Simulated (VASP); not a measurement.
Runs of VASP 6.6.1 on SnO. The structure is that of space group P4/nmm (No. 129), or close to it. The cells are those of the table. 

```csv
potentials or basis,cell,cutoff (eV),gap on the mesh (eV),pressure (GPa),largest force (eV/Å)
"VASP PAW LDA potentials, release 64 (Sn_d, O)","a = 4.031, b = 4.031, c = 4.655 Å, 4 atoms",520,(a),(b),1.15
"VASP PAW LDA potentials, release 64 (Sn_d, O)","a = 4.031, b = 4.031, c = 4.097 Å, 4 atoms",520,0.66,-3.6,0.33
"VASP PAW LDA potentials, release 64 (Sn_d, O_h)","a = 4.031, b = 4.031, c = 4.469 Å, 4 atoms",910,0.60,-9.2,0.64
"VASP PAW LDA potentials, release 64 (Sn_d, O_h)","a = 3.943, b = 3.943, c = 4.469 Å, 4 atoms",910,0.41,-5.8,0.23
"VASP PAW LDA potentials, release 64 (Sn_d, O)","a = 4.031, b = 4.031, c = 4.841 Å, 4 atoms",520,0.47,-12.7,1.68
```

Alike in all rows: task single point; level LDA; no spin polarisation; k mesh 10 × 10 × 8; smearing gaussian 0.15 eV.

Estimate the missing entries.

(a) 0.54; (b) -11.1.

Caveats: the cell stands under tension; spin-orbit coupling is left out, which moves the levels of the heavy elements; forces of over 1 eV/Å act on the atoms, so gaps and moduli don't describe the material at rest (at least some runs); the cutoff is under 1.25 times the usual one of these potentials, so pressure, stress and relaxed cells hold a basis-set (Pulay) error (at least some runs).

A k mesh can miss the band edges, and the runs leave out spin-orbit coupling on Sn.
